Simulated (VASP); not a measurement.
Write the native input for VASP 6.6.1 that does the following.

```yaml
Task: relaxation of cell and atoms
Functional: LDA
Potentials_or_basis: VASP PAW LDA potentials, release 64 (Ga_d, P)
Cutoff: 600 eV
k_mesh: 8 × 8 × 8
Occupations: gaussian, width 0.02 eV
Spin: no spin polarisation
Dipole_correction: no
Further_INCAR_settings: ALGO = Normal; EDIFF = 1e-06; IBRION = 2; EDIFFG = -0.005; NSW = 100; ISIF = 3
```

The structure of GaP lies in POSCAR:

```
GaP
1.0
    0.0000000000      2.7258124900      2.7258124900
    2.7258124900      0.0000000000      2.7258124900
    2.7258124900      2.7258124900      0.0000000000
Ga P
1 1
Direct
    0.0000000000      0.0000000000      0.0000000000
    0.7500000000      0.7500000000      0.7500000000
```

These files were run (other wordings do the same):

INCAR

```
PREC = Accurate ; ENCUT = 600
EDIFF = 1E-6 ; ISMEAR = 0
SIGMA = 0.02 ; LREAL = False
LASPH = True ; NELM = 100
ALGO = Normal ; ISIF = 3
LWAVE = False ; LCHARG = False
GGA = CA ; IBRION = 2
NSW = 100 ; EDIFFG = -0.005
```

KPOINTS

```
regular mesh
0
Gamma
  8 8 8
```

Potentials or basis: VASP PAW LDA potentials, release 64 (Ga_d, P).

Launch:

```bash
$ cat potpaw_LDA.64/Ga_d/POTCAR potpaw_LDA.64/P/POTCAR > POTCAR
$ mpirun -np 1 vasp_std > vasp.out
```

It gave:

- Relaxed volume: 19.61 Å³/atom
- Relaxed cell: a = 3.814 Å, b = 3.814 Å, c = 3.814 Å, α = 60.00°, β = 60.00°, γ = 60.00°
- Space group after relaxing (to 0.05 Å): F-43m (No. 216)
- Energy gained by relaxing: 5.6 meV/atom
- Ionic steps: 6
- Pressure after relaxing: 0.0 GPa
- Band gap on the k mesh: 1.43 eV, indirect (least direct gap 1.90 eV)

Wall time 52 s on 1 thread of Intel(R) Xeon(R) Platinum 8259CL CPU @ 2.50GHz (Skylake/Cascade Lake) (shared host), peak memory 0.16 GiB.
